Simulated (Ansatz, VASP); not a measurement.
## Cd3Cl2 in VASP and in Ansatz

INCAR

```
PREC = Accurate
ENCUT = 600
EDIFF = 1E-6
ISMEAR = 0
SIGMA = 0.2
LREAL = F
LASPH = T
NELM = 100
ALGO = Normal
ISIF = 3
LWAVE = F
LCHARG = F
GGA = PE
IBRION = 2
NSW = 36
EDIFFG = -0.08
```

File KPOINTS:

```
regular mesh
0
Gamma
  4 4 1
```

The input POSCAR:

```
Cd3Cl2
1.0
    3.9032017500      0.0000000000      0.0000000000
    0.0000000000      3.9032017500      0.0000000000
    0.0000000000      0.0000000000     18.3706709900
Cd Cl
6 4
Direct
    0.5000000000      0.5000000000      0.1146765300
    0.5000000000      0.5000000000      0.3038444500
    0.5000000000      0.5000000000      0.5000000000
    0.5000000000      0.5000000000      0.6961555500
    0.5000000000      0.5000000000      0.8853234700
    0.0000000000      0.0000000000      0.0000000000
    0.0000000000      0.0000000000      0.2071866100
    0.0000000000      0.0000000000      0.4020780600
    0.0000000000      0.0000000000      0.5979219400
    0.0000000000      0.0000000000      0.7928133900
```

Input for Ansatz:

```yaml
crystal:
  lattice:
    - [3.90320175, 0.0, 0.0]
    - [0.0, 3.90320175, 0.0]
    - [0.0, 0.0, 18.37067099]
  atoms:
    - { symbol: Cd, position: [0.5, 0.5, 0.11467653] }
    - { symbol: Cd, position: [0.5, 0.5, 0.30384445] }
    - { symbol: Cd, position: [0.5, 0.5, 0.5] }
    - { symbol: Cd, position: [0.5, 0.5, 0.69615555] }
    - { symbol: Cd, position: [0.5, 0.5, 0.88532347] }
    - { symbol: Cd, position: [0.0, 0.0, 0.0] }
    - { symbol: Cl, position: [0.0, 0.0, 0.20718661] }
    - { symbol: Cl, position: [0.0, 0.0, 0.40207806] }
    - { symbol: Cl, position: [0.0, 0.0, 0.59792194] }
    - { symbol: Cl, position: [0.0, 0.0, 0.79281339] }
basis:
  ecutwfc: 420
kpoints:
  mp_grid: { grid: [4, 4, 1] }
hamiltonian:
  xc: pbe
scf:
  occupations: { method: gaussian, width: 0.2 }
  lower_state_search: "off"
output:
  forces: true
  stress: true
  eigenvalues: true
relax:
  adjacent_minimum: "off"
  f_tol: 0.08
  max_steps: 16
  cell: { stress_tol: 0.8 }
```

Change from the starting cell: species swapped into the Li3Ag2 type (P4/mmm, No. 123).

Alike in both runs: task relaxation of cell and atoms; functional PBE; k mesh 4 × 4 × 1; occupations gaussian, width 0.2 eV; no spin polarisation.

```csv
,VASP,Ansatz
version,VASP 6.6.1,Ansatz 0.2.0
potentials or method,"VASP PAW PBE potentials, release 64 (Cd, Cl), cutoff 600 eV","scalar-relativistic, plane waves, PAW"
valence electrons in the cell,100,148
```

```tsv
	VASP	Ansatz	Ansatz less VASP
gap on the k mesh at the Fermi level, each at its own relaxed structure (eV)	none	none	-
relaxed volume (Å³/atom)	27.20	26.33	-0.866
relaxed cell length with the largest relative difference (Å)	23.406	22.962	-0.4446
```

A gap of «none» marks a metal or a gap that the smearing closes. VASP's potentials hold 100 valence electrons a cell and Ansatz's 148, so a difference there can come from the potentials and not from the codes.

The k mesh is coarse, so the values compare programs but aren't converged.
